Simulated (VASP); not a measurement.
# Ta (Fm-3m) in VASP: a series of runs, part 2 of 3

VASP 6.6.1. Earlier steps stand in the parts before.

### 3 Single point, r2SCAN (volume scaled by 0.88)

POSCAR reads:

```
Ta
1.0
    0.0000000000      2.0160702393      2.0160702393
    2.0160702393      0.0000000000      2.0160702393
    2.0160702393      2.0160702393      0.0000000000
Ta
1
Direct
    0.0000000000      0.0000000000      0.0000000000
```

INCAR.step1 reads:

```
SYSTEM = Ta
PREC     = Accurate       ! precision mode
ENCUT    = 520            ! plane-wave cutoff, eV
ISMEAR   = -1             ! smearing method
SIGMA    = 0.1            ! smearing width, eV
LREAL    = .False.        ! projectors in reciprocal space
LASPH    = .True.         ! aspherical terms in the spheres
NELM     = 60             ! most SCF steps
NBANDS   = 12             ! bands
GGA      = PE             ! functional
ALGO     = Normal         ! electronic algorithm
EDIFF    = 1E-4           ! SCF threshold, eV
LWAVE    = .True.         ! write WAVECAR
LCHARG   = .False.        ! write CHGCAR
```

INCAR.step2 reads:

```
SYSTEM = Ta
PREC     = Accurate       ! precision mode
ENCUT    = 520            ! plane-wave cutoff, eV
EDIFF    = 1E-6           ! SCF threshold, eV
ISMEAR   = -1             ! smearing method
SIGMA    = 0.1            ! smearing width, eV
LREAL    = .False.        ! projectors in reciprocal space
LASPH    = .True.         ! aspherical terms in the spheres
NELM     = 60             ! most SCF steps
ALGO     = Normal         ! electronic algorithm
ISIF     = 2              ! what is computed and relaxed
LWAVE    = .False.        ! write WAVECAR
LCHARG   = .False.        ! write CHGCAR
METAGGA  = R2SCAN         ! meta-GGA
LMIXTAU  = .True.       
NBANDS   = 12             ! bands
ISTART   = 1
```

KPOINTS reads:

```
regular mesh
0
Gamma
  14 14 14
  0 0 0
```

Potentials or basis: VASP PAW PBE potentials, release 64 (Ta_pv).

The run is started by

```bash
cat potpaw_PBE.64/Ta_pv/POTCAR > POTCAR
cp INCAR.step1 INCAR
mpirun -np 1 vasp_std > vasp.out
cp INCAR.step2 INCAR
mpirun -np 1 vasp_std > vasp.out
```

OUTCAR:

```text
SYSTEM = Ta
   PREC = Accurate
   ENCUT = 520
   EDIFF = 1E-6
   ISMEAR = -1
   LREAL = .False.
   LASPH = .True.
   NELM = 60
   ISIF = 2
   METAGGA = R2SCAN
   ISTART = 1

 ion  position               nearest neighbor table
   1  0.000  0.000  0.000-

  LATTYP: Found a face centered cubic cell.
 ALAT       =     4.0321404786

  Lattice vectors:

 A1 = (   0.0000000000,   2.0160702393,   2.0160702393)
 A2 = (   2.0160702393,   0.0000000000,   2.0160702393)
 A3 = (   2.0160702393,   2.0160702393,   0.0000000000)

Analysis of symmetry for initial positions (statically):
=====================================================================
 Subroutine PRICEL returns:
 Original cell was already a primitive cell.

 Routine SETGRP: Setting up the symmetry group for a
 face centered cubic supercell.

 Subroutine GETGRP returns: Found 48 space group operations
 (whereof 48 operations were pure point group operations)
 out of a pool of 48 trial point group operations.

The static configuration has the point symmetry O_h .

Analysis of symmetry for dynamics (positions and initial velocities):
=====================================================================
 Subroutine PRICEL returns:
 Original cell was already a primitive cell.

 Routine SETGRP: Setting up the symmetry group for a
 face centered cubic supercell.

 Subroutine GETGRP returns: Found 48 space group operations
 (whereof 48 operations were pure point group operations)
 out of a pool of 48 trial point group operations.

The dynamic configuration has the point symmetry O_h .

 Subroutine INISYM returns: Found 48 space group operations
 (whereof 48 operations are pure point group operations),
 and found     1 'primitive' translations

----------------------------------------------------------------------------------------

                                     Primitive cell

  volume of cell :      16.3888

  direct lattice vectors                    reciprocal lattice vectors
     0.000000000  2.016070239  2.016070239    -0.248007232  0.248007232  0.248007232
     2.016070239  0.000000000  2.016070239     0.248007232 -0.248007232  0.248007232
     2.016070239  2.016070239  0.000000000     0.248007232  0.248007232 -0.248007232

  length of vectors
     2.851153875  2.851153875  2.851153875     0.429561127  0.429561127  0.429561127

  position of ions in fractional coordinates (direct lattice)
     0.000000000  0.000000000  0.000000000

  ion indices of the primitive-cell ions
   primitive index   ion index
                 1           1

----------------------------------------------------------------------------------------

 KPOINTS: regular mesh

Automatic generation of k-mesh.
 Grid dimensions read from file:
 generate k-points for:   14   14   14

 Generating k-lattice:

  Cartesian coordinates                     Fractional coordinates (reciprocal lattice)
    -0.017714802  0.017714802  0.017714802     0.071428571  0.000000000  0.000000000
     0.017714802 -0.017714802  0.017714802     0.000000000  0.071428571  0.000000000
     0.017714802  0.017714802 -0.017714802     0.000000000  0.000000000  0.071428571

  Length of vectors
     0.030682938  0.030682938  0.030682938

  Shift w.r.t. Gamma in fractional coordinates (k-lattice)
     0.000000000  0.000000000  0.000000000

 Subroutine IBZKPT returns following result:
 ===========================================

 Found    104 irreducible k-points:

 Following reciprocal coordinates:
            Coordinates               Weight
  0.000000  0.000000  0.000000      1.000000
  0.071429  0.000000  0.000000      8.000000
  0.142857  0.000000  0.000000      8.000000
  0.214286  0.000000  0.000000      8.000000
  0.285714  0.000000  0.000000      8.000000
  0.357143  0.000000  0.000000      8.000000
[... 16 lines left out ...]
  0.214286  0.142857  0.000000     24.000000
  0.285714  0.142857  0.000000     24.000000
 [... further k-points ...]
   k-points           NKPTS =    104   k-points in BZ     NKDIM =    104   number of bands    NBANDS=     12
   number of dos      NEDOS =    301   number of ions     NIONS =      1
   total plane-waves  NPLWV =  13824
   dimension x,y,z NGX =    24 NGY =   24 NGZ =   24
   dimension x,y,z NGXF=    48 NGYF=   48 NGZF=   48
   ions per type =               1
   NGX,Y,Z   is equivalent  to a cutoff of  13.99, 13.99, 13.99 a.u.
   NGXF,Y,Z  is equivalent  to a cutoff of  27.99, 27.99, 27.99 a.u.
 SYSTEM =  Ta
   PREC   = accura    normal or accurate (medium, high low for compatibility)
   ISTART =      1    job   : 0-new  1-cont  2-samecut
   ICHARG =      0    charge: 1-file 2-atom 10-const
   ISPIN  =      1    spin polarized calculation?
   LNONCOLLINEAR =      F non collinear calculations
   LSORBIT =      F    spin-orbit coupling
   LASPH  =      T    aspherical Exc in radial PAW
   ENCUT  =  520.0 eV  38.22 Ry    6.18 a.u.   5.30  5.30  5.30*2*pi/ulx,y,z
   NELM   =     60;   NELMIN=  2; NELMDL=  0     # of ELM steps
   EDIFF  = 0.1E-05   stopping-criterion for ELM
   LREAL  =      F    real-space projection
   EDIFFG = 0.1E-04   stopping-criterion for IOM
   NSW    =      0    number of steps for IOM
   IBRION =     -1    ionic relax: 0-MD 1-quasi-New 2-CG
   NFREE  =      0    steps in history (QN), initial steepest desc. (CG)
   ISIF   =      2    stress and relaxation
   ISYM   =      2    0-nonsym 1-usesym 2-fastsym
   POTIM  = 0.5000    time-step for ionic-motion
   TEBEG  =    0.0;   TEEND  =   0.0 temperature during run
   PSTRESS=    0.0 pullay stress
   NELECT =      11.0000    total number of electrons
   NUPDOWN=      -1.0000    fix difference up-down
   EMIN   =  10.00;   EMAX   =-10.00  energy-range for DOS
   EFERMI =   0.00;   METHOD = LEGACY
   ISMEAR =    -1;   SIGMA  =   0.10  broadening in eV -4-tet -1-fermi 0-gaus
   EFERMI_NEDOS =   21; number of points for ismear=-14 and -15
   IALGO  =     38    algorithm
   IMIX   =      4    mixing-type and parameters
     AMIX     =   0.40;   BMIX     =  1.00
     AMIX_MAG =   1.60;   BMIX_MAG =  1.00
  volume/ion in A,a.u.               =      16.39       110.60
  Fermi-wavevector in a.u.,A,eV,Ry     =   1.433365  2.708667 27.953641  2.054535
  Thomas-Fermi vector in A             =   2.552891
   LORBIT       =      0    0 simple, 1 ext, 2 COOP (PROOUT), +10 PAW based schemes
   METAGGA = R2SCAN    functional components
   LHFCALC =     F    Hartree Fock is set to
   AEXX    =    0.0000 exact exchange contribution
   IVDW    =     0    specifies the selected vdW correction
   LEPSILON=     F    determine dielectric tensor
   LRPA    =     F    only Hartree local field effects (RPA)
 non-spin polarized calculation
  energy-cutoff  :      520.00
  volume of cell :       16.39
 maximum number of plane-waves:       459
 NGX is ok and might be reduce to    24
   NGX = 11   NGY = 11   NGZ = 11

 number of electron      11.0000001 magnetization

 Free energy of the ion-electron system (eV)
  ---------------------------------------------------
  ext. energy  EPLUGINS =         0.00000000
  ---------------------------------------------------
  free energy    TOTEN  =       -48.14494428 eV

  energy without entropy =      -48.11199407  energy(sigma->0) =      -48.12846917

 E-fermi :   6.6094     XC(G=0): -14.3231

 val. band max:        6.6085754639   @ k =   0.3571   0.2143   0.0714
 cond. band min:       6.6308497656   @ k =   0.0714   0.0714   0.0000
 fundamental gap:      0.0222743018
 Fermi energy:         6.6093960925

 k-point     1 :       0.0000    0.0000    0.0000
  band No.  band energies     occupation
      1     -27.7135      2.00000
      2     -27.7135      2.00000
      3     -27.7135      2.00000
      4      -2.5536      2.00000
      5       7.0079      0.03651
      6       7.0079      0.03651
      7       7.0079      0.03651
      8      10.8638      0.00000
      9      10.8638      0.00000
     10      18.5984      0.00000
     11      19.9724      0.00000
     12      25.9776      0.00000

 k-point     2 :       0.0714    0.0000    0.0000
  band No.  band energies     occupation
      1     -27.8049      2.00000
      2     -27.7243      2.00000
      3     -27.7243      2.00000
      4      -2.3003      2.00000
      5       6.7799      0.30768
      6       7.1268      0.01126
      7       7.1268      0.01126
      8      10.7353      0.00000
      9      10.7353      0.00000
     10      18.5984      0.00000
     11      20.5064      0.00000
     12      24.7861      0.00000
[... 316 lines left out ...]
 k-point    24 :       0.2857    0.1429    0.0000
  band No.  band energies     occupation
      1     -28.5763      2.00000
      2     -27.9380      2.00000
      3     -27.9228      2.00000
      4       0.4642      2.00000
      5       4.8485      2.00000
      6       7.1796      0.00666
      7       8.3468      0.00000
      8       9.9238      0.00000
      9      12.0381      0.00000
     10      18.5982      0.00000
     11      22.2806      0.00000
     12      25.8681      0.00000

 [... further k-points ...]
[... 5 lines left out ...]
  --------------------------------------------------------------------------------------
  -------------------------------------------------------------------------------------
  Total        3.3576245      3.3576245      3.3576245      0.0000000     -0.0000000      0.0000000
  in kB      328.2431985    328.2431985    328.2431985      0.0000000     -0.0000000      0.0000000
  external PRESSURE =     328.2431985 kB  Pullay stress =       0.0000000 kB

 VOLUME and BASIS-vectors are now :
 -----------------------------------------------------------------------------
  energy-cutoff  :      520.00
  volume of cell :       16.39
      direct lattice vectors                 reciprocal lattice vectors
     0.000000000  2.016070239  2.016070239    -0.248007232  0.248007232  0.248007232
     2.016070239  0.000000000  2.016070239     0.248007232 -0.248007232  0.248007232
     2.016070239  2.016070239  0.000000000     0.248007232  0.248007232 -0.248007232

 POSITION                                       TOTAL-FORCE (eV/Angst)
 -----------------------------------------------------------------------------------
      0.00000      0.00000      0.00000         0.000000      0.000000      0.000000
 -----------------------------------------------------------------------------------
    total drift:                               -0.000000      0.000000      0.000000

  FREE ENERGIE OF THE ION-ELECTRON SYSTEM (eV)
  ---------------------------------------------------
  free  energy   TOTEN  =       -48.1449442753 eV

  energy  without entropy=      -48.1119940703  energy(sigma->0) =      -48.12846917
```

Run time: 24 s. Hardware: 1 thread of Intel Xeon 6975P-C (Granite Rapids), shared host; peak memory 0.15 GiB.

Results:

```yaml
Free_energy: -48.1449 eV
Pressure: 32.8 GPa
```

Caveat: the PAW data sets were made with another functional, which shifts forces and pressure a little; spin-orbit coupling is left out, which moves the levels of the heavy elements.

(Continued in part 3 of 3.)
